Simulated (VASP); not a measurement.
A run of VASP 6.6.1:

Contents of INCAR:

```
SYSTEM = As
PREC     = Accurate       ! precision mode
ENCUT    = 520            ! plane-wave cutoff, eV
EDIFF    = 1E-6           ! SCF threshold, eV
ISMEAR   = -1             ! smearing method
SIGMA    = 0.05           ! smearing width, eV
LREAL    = .FALSE.        ! projectors in reciprocal space
LASPH    = .TRUE.         ! aspherical terms in the spheres
NELM     = 80             ! most SCF steps
ALGO     = Normal         ! electronic algorithm
ISIF     = 2              ! what is computed and relaxed
LWAVE    = .FALSE.        ! write WAVECAR
LCHARG   = .TRUE.         ! write CHGCAR
GGA      = CA             ! functional
LELF     = .TRUE.         ! ELF
LVHAR    = .TRUE.       
NBANDS   = 8              ! bands
```

File KPOINTS:

```
Automatic mesh
0
G
  10 10 10
  0 0 0
```

File POSCAR:

```
As
1.0
    2.7567085743      0.0000000000      0.0000000000
    0.0000000000      2.7567085743      0.0000000000
    0.0000000000      0.0000000000      2.7567085743
As
1
Direct
    0.5000000000      0.5000000000      0.5000000000
```

Potentials or basis: VASP PAW LDA potentials, release 64 (As).

Command:

```console
$ cat potpaw_LDA.64/As/POTCAR > POTCAR
$ mpirun -np 1 vasp_std > vasp.out
```

Hardware: 1 thread of AMD EPYC 9R14 (Zen 4) (shared host).

Question: Estimate the wall time of this run.

Answer: Run time: 5.2 s on 1 thread of AMD EPYC 9R14 (Zen 4), with other jobs on the host, peak memory 0.09 GiB. Counts: scf iterations 9, k points 56.
